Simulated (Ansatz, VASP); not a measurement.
# TiO2: VASP beside Ansatz

```
Ti O
1.0
     2.79136   -2.67125   -0.02017
     2.79136    2.67125   -0.02017
    -2.75393    0.00000    4.81205
Ti O
2 4
Direct
  0.12497 0.87503 0.25000
  0.87503 0.12497 0.75000
  0.33228 0.08225 0.66454
  0.66772 0.91775 0.33546
  0.91775 0.66772 0.83546
  0.08225 0.33228 0.16454
```

Change from the starting cell: strain +0.0450 x Voigt [1, 0, 0, 0, 0, 0], atoms carried along.

Alike in both runs: task single point; functional r2SCAN; k mesh 6 × 6 × 6; occupations gaussian, width 0.05 eV; no spin polarisation.

|  | VASP | Ansatz |
| --- | --- | --- |
| version | VASP 6.6.1 | Ansatz 0.2.0 |
| potentials or method | VASP PAW PBE potentials, release 64 (Ti_sv, O), cutoff 520 eV | scalar-relativistic, plane waves, PAW |
| valence electrons in the cell | 48 | 48 |

```tsv
	VASP	Ansatz	Ansatz less VASP
gap on the k mesh at the Fermi level (eV)	2.45	2.42	-0.022
least direct gap on the mesh (eV)	2.66	2.63	-0.025
pressure (GPa)	-7.8	-8.9	-1.06
traceless stress, the component that is largest in VASP (GPa)	-4.19	-4.22	-0.031
rms of the force components (eV/Å)	0.002	0.016	+0.0141
```

VASP's potentials were made for PBE, not for r2SCAN. Atom by atom the forces differ by 0.016 eV/Å (rms over components).
